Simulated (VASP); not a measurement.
# W16F (a cell with a defect) in VASP: single point with PBE+D3(BJ)

Aim: the single point of W16F (a cell with a defect) with PBE+D3(BJ).

All numbers are computed with VASP 6.6.1; they aren't measurements. Logs are shortened: lines on timing, memory, paths and dates and some standing lists are left out, and cuts for length are marked.

## 1. The cell of the first run

The cell holds a defect, 17 atoms: a = 6.320 Å, b = 6.320 Å, c = 6.320 Å, α = 90.00°, β = 90.00°, γ = 90.00°.

## 2. Single point, PBE+D3(BJ)

File INCAR:

```
PREC = Accurate ; ENCUT = 520
EDIFF = 1E-7 ; ISMEAR = -1
SIGMA = 0.05 ; LREAL = Auto
LASPH = T ; NELM = 80
ALGO = Normal ; ISIF = 2
LWAVE = F ; LCHARG = F
GGA = PE ; IVDW = 12
NBANDS = 130
```

File KPOINTS:

```
regular mesh
0
Gamma
  3 3 3
```

File POSCAR:

```
W16F
1.0
    6.3200000000      0.0000000000      0.0000000000
    0.0000000000      6.3200000000      0.0000000000
    0.0000000000      0.0000000000      6.3200000000
W F
16 1
Direct
   -0.0010920886      0.0009112342     -0.0035212025
    0.4995238924      0.0009126582     -0.0035142405
    0.0043185127      0.4948512658      0.0035746835
    0.0336370253      0.0161283228      0.4873498418
    0.2492121835      0.2565582278      0.2410101266
    0.4940952532      0.4948523734      0.0035724684
    0.4647727848      0.0161085443      0.4873569620
    0.7492091772      0.2520632911      0.2470283228
   -0.0012023734      0.5005300633      0.4975509494
    0.2492091772      0.7488675633      0.2467868671
    0.2492102848      0.2520327532      0.7502550633
    0.4996351266      0.5005191456      0.4975479430
    0.7492069620      0.7473068038      0.2422246835
    0.7492045886      0.2561125000      0.7508447785
    0.2492120253      0.7462148734      0.7518061709
    0.7492107595      0.7137908228      0.7892848101
    0.7492153481     -0.0856017405      0.5510450949
```

Potentials or basis: VASP PAW PBE potentials, release 64 (W_sv, F).

Command:

```
cat potpaw_PBE.64/W_sv/POTCAR potpaw_PBE.64/F/POTCAR > POTCAR
mpirun -np 1 vasp_std > vasp.out
```

OUTCAR:

```text
PREC = Accurate
   ENCUT = 520
   EDIFF = 1E-7
   ISMEAR = -1
   LREAL = Auto
   LASPH = T
   NELM = 80
   ISIF = 2
   GGA = PE
   IVDW = 12
 IVDW          = 12

 ion  position               nearest neighbor table
   1  0.999  0.001  0.996-  11 2.73  13 2.73  15 2.74  16 2.74   5 2.74  14 2.74   8 2.74  10 2.75
                             4 3.11   3 3.12   2 3.16   2 3.16   3 3.20   4 3.23
   2  0.500  0.001  0.996-  11 2.73  13 2.73  15 2.74  16 2.74   5 2.74  14 2.74   8 2.74  10 2.75
                             7 3.11   6 3.12   1 3.16   1 3.16   6 3.20   7 3.23
   3  0.004  0.495  0.004-  16 2.52   5 2.63  11 2.70   8 2.71  10 2.71  13 2.72  14 2.73  15 2.73
                             6 3.10   1 3.12   9 3.12   9 3.20   1 3.20   6 3.22
   4  0.034  0.016  0.487-  17 1.95   5 2.57  11 2.62  10 2.65   7 2.72  15 2.75   8 2.79  14 2.88
                            13 2.92   9 3.07   1 3.11   1 3.23  16 3.24   9 3.27
   5  0.249  0.257  0.241-   4 2.57   7 2.57   6 2.63   3 2.63   2 2.74   1 2.74  12 2.74   9 2.74
                            11 3.10  10 3.11   8 3.16   8 3.16  10 3.21  11 3.22
   6  0.494  0.495  0.004-  16 2.52   5 2.63  11 2.70   8 2.71  10 2.71  13 2.72  14 2.73  15 2.73
                             3 3.10   2 3.12  12 3.12  12 3.20   2 3.20   3 3.22
   7  0.465  0.016  0.487-  17 1.95   5 2.57  11 2.62  10 2.65   4 2.72  15 2.75   8 2.79  14 2.88
                            13 2.92  12 3.07   2 3.11   2 3.23  16 3.24  12 3.27
   8  0.749  0.252  0.247-   3 2.71   6 2.71  12 2.73   9 2.73   2 2.74   1 2.74   4 2.79   7 2.79
                            13 3.13  14 3.14   5 3.16   5 3.16  14 3.18  13 3.19
   9  0.999  0.501  0.498-  14 2.73   8 2.73  10 2.73  15 2.74   5 2.74  11 2.74  13 2.74  16 2.78
                             4 3.07   3 3.12  12 3.15  12 3.17   3 3.20   4 3.27
  10  0.249  0.749  0.247-   7 2.65   4 2.65   6 2.71   3 2.71   9 2.73  12 2.73   1 2.75   2 2.75
                             5 3.11  15 3.13  13 3.16  13 3.16  15 3.19   5 3.21
  11  0.249  0.252  0.750-   4 2.62   7 2.62   6 2.70   3 2.70   1 2.73   2 2.73   9 2.74  12 2.74
                             5 3.10  15 3.12  14 3.16  14 3.16  15 3.20   5 3.22
  12  0.500  0.501  0.498-  14 2.73   8 2.73  10 2.73  15 2.74   5 2.74  11 2.74  13 2.74  16 2.78
                             7 3.07   6 3.12   9 3.15   9 3.17   6 3.20   7 3.27
  13  0.749  0.747  0.242-  17 2.22   3 2.72   6 2.72   2 2.73   1 2.73  12 2.74   9 2.74  16 2.87
                             7 2.92   4 2.92   8 3.13  10 3.16  10 3.16   8 3.19  16 3.46
  14  0.749  0.256  0.751-  17 2.50   6 2.73   3 2.73  12 2.73   9 2.73   2 2.74   1 2.74   4 2.88
                             7 2.88  16 2.90   8 3.14  11 3.16  11 3.16   8 3.18  16 3.44
  15  0.249  0.746  0.752-   6 2.73   3 2.73   1 2.74   2 2.74   9 2.74  12 2.74   7 2.75   4 2.75
                            11 3.12  10 3.13  16 3.18  16 3.18  10 3.19  11 3.20
  16  0.749  0.714  0.789-  17 1.97   3 2.52   6 2.52   2 2.74   1 2.74   9 2.78  12 2.78  13 2.87
                            14 2.90  15 3.18  15 3.18   7 3.24   4 3.24  14 3.44  13 3.46
  17  0.749  0.914  0.551-   4 1.95   7 1.95  16 1.97  13 2.22  14 2.50

  LATTYP: Found a simple cubic cell.
 ALAT       =     6.3200000000

  Lattice vectors:

 A1 = (   6.3200000000,   0.0000000000,   0.0000000000)
 A2 = (   0.0000000000,   6.3200000000,   0.0000000000)
 A3 = (   0.0000000000,   0.0000000000,   6.3200000000)

Analysis of symmetry for initial positions (statically):
=====================================================================
[... 167 lines left out ...]
   LORBIT       =      0    0 simple, 1 ext, 2 COOP (PROOUT), +10 PAW based schemes
   GGA     = PE    functional components
   LHFCALC =     F    Hartree Fock is set to
   AEXX    =    0.0000 exact exchange contribution
   IVDW    =    12    specifies the selected vdW correction
   LEPSILON=     F    determine dielectric tensor
   LRPA    =     F    only Hartree local field effects (RPA)
 non-spin polarized calculation
  energy-cutoff  :      520.00
  volume of cell :      252.44
 maximum number of plane-waves:      6859
   NGX = 23   NGY = 23   NGZ = 23

 number of electron     230.9999994 magnetization

 Free energy of the ion-electron system (eV)
  ---------------------------------------------------
  ext. energy  EPLUGINS =         0.00000000
  ---------------------------------------------------
  free energy    TOTEN  =      -204.72807960 eV

  energy without entropy =     -204.64544950  energy(sigma->0) =     -204.68676455

 E-fermi :  11.8605     XC(G=0): -13.7705

 val. band max:       11.8378992469   @ k =   0.3333   0.0000   0.0000
 cond. band min:      11.8714578572   @ k =   0.0000   0.3333   0.0000
 fundamental gap:      0.0335586104
 Fermi energy:        11.8604582037

 k-point     1 :       0.0000    0.0000    0.0000
  band No.  band energies     occupation
      1     -62.4123      2.00000
      2     -62.3674      2.00000
      3     -62.3194      2.00000
      4     -62.3145      2.00000
      5     -62.2269      2.00000
      6     -62.1818      2.00000
[... 1809 lines left out ...]
    126      13.6388      0.00000
    127      13.8234      0.00000
 [bands above 127 left out]

------------------------ aborting loop because EDIFF is reached ----------------------------------------

 Edisp (eV)  -11.47220

 E8    (eV) :    -5.8400

  FORCE on cell =-STRESS in cart. coord.  units (eV):
  Direction    XX          YY          ZZ          XY          YZ          ZX
  --------------------------------------------------------------------------------------
  -------------------------------------------------------------------------------------
  Total      28.30300    23.21808    19.31940     0.00101    -6.47603    -0.00064
  in kB     179.63534   147.36202   122.61764     0.00644   -41.10251    -0.00406
  external pressure =      149.87 kB  Pullay stress =        0.00 kB

 VOLUME and BASIS-vectors are now :
 -----------------------------------------------------------------------------
  energy-cutoff  :      520.00
  volume of cell :      252.44
      direct lattice vectors                 reciprocal lattice vectors
     6.320000000  0.000000000  0.000000000     0.158227848  0.000000000  0.000000000
     0.000000000  6.320000000  0.000000000     0.000000000  0.158227848  0.000000000
     0.000000000  0.000000000  6.320000000     0.000000000  0.000000000  0.158227848

 POSITION                                       TOTAL-FORCE (eV/Angst)
 -----------------------------------------------------------------------------------
      6.31310      0.00576      6.29775         0.001744      0.034192      0.007080
      3.15699      0.00577      6.29779        -0.003834      0.034458      0.006180
      0.02729      3.12746      0.02259        -0.005895      0.023582      0.035046
      0.21259      0.10193      3.08005         0.139574      0.196535      0.131041
      1.57502      1.62145      1.52318         0.000238      0.002804      0.012897
      3.12268      3.12747      0.02258         0.008113      0.023775      0.035114
[... 9 lines left out ...]
      4.73501      4.51116      4.98828        -0.000183      0.089548      0.220451
      4.73504      5.77900      3.48260        -0.002635     -0.756057     -0.812604
 -----------------------------------------------------------------------------------
    total drift:                                0.001223     -0.003809      0.003846

  FREE ENERGIE OF THE ION-ELECTRON SYSTEM (eV)
  ---------------------------------------------------
  free  energy   TOTEN  =      -216.2002845883 eV

  energy  without entropy=     -216.1176544908  energy(sigma->0) =     -216.15896954
```

OSZICAR:

```text
N       E                     dE             d eps       ncg     rms          rms(c)
DAV:   1     0.363312813278E+04    0.36331E+04   -0.12958E+05  3640   0.212E+03
DAV:   2     0.119030594685E+03   -0.35141E+04   -0.34560E+04  3640   0.722E+02
DAV:   3    -0.193770834799E+03   -0.31280E+03   -0.29755E+03  4156   0.185E+02
DAV:   4    -0.213981186293E+03   -0.20210E+02   -0.19544E+02  4320   0.371E+01
[... 11 lines left out ...]
DAV:  16    -0.204728080705E+03    0.42005E-06   -0.70847E-06  4600   0.155E-02    0.397E-03
DAV:  17    -0.204728079659E+03    0.10454E-05   -0.13501E-06  4400   0.660E-03    0.163E-03
DAV:  18    -0.204728079433E+03    0.22597E-06   -0.22409E-07  2512   0.307E-03    0.114E-03
DAV:  19    -0.204728079592E+03   -0.15878E-06   -0.56569E-08  2240   0.143E-03    0.429E-04
DAV:  20    -0.204728079601E+03   -0.83091E-08   -0.16351E-08  2240   0.651E-04
   1 F= -.21620028E+03 E0= -.21615897E+03  d E =-.826301E-01
```

stdout:

```text
POSCAR found type information on POSCAR W F
 POSCAR found :  2 types and      17 ions
 scaLAPACK will be used
 LDA part: xc-table for (Slater+PW92), standard interpolation
 POSCAR, INCAR and KPOINTS ok, starting setup
 FFT: planning ... GRIDC
 FFT: planning ... GRID_SOFT
 FFT: planning ... GRID
 WAVECAR not read
 entering main loop
```

It took 23 min on 1 thread of Intel Xeon Platinum 8259CL at 2.50GHz (Skylake/Cascade Lake), shared host; peak memory 0.49 GiB.

Results:

| Quantity | Value |
| --- | --- |
| Free energy | -216.2003 eV |
| Pressure | 15.0 GPa |
| Largest force | 1.110 eV/Å |
| Band gap on the k mesh | zero (an odd number of electrons rules out a gap without spin polarisation) |
| Dispersion energy per atom | -0.675 eV |

Forces on the atoms (eV/Å):
```
W    0.002  0.034  0.007
W   -0.004  0.034  0.006
W   -0.006  0.024  0.035
W    0.140  0.197  0.131
W    0.000  0.003  0.013
W    0.008  0.024  0.035
W   -0.137  0.197  0.130
W    0.001  0.036  0.055
W    0.002 -0.015  0.030
W    0.000  0.031  0.019
W    0.000  0.055  0.068
W   -0.003 -0.013  0.031
W    0.001 -0.005 -0.019
W    0.001  0.040  0.031
W    0.000  0.025  0.019
W    0.000  0.090  0.220
F   -0.003 -0.756 -0.813
```

Caveat: spin-orbit coupling is left out, which moves the levels of the heavy elements; an odd number of electrons without spin polarisation forces a metal; a magnetic or distorted state may lie lower.

The gap in the log of VASP goes by the Fermi energy; the results here count the filled bands.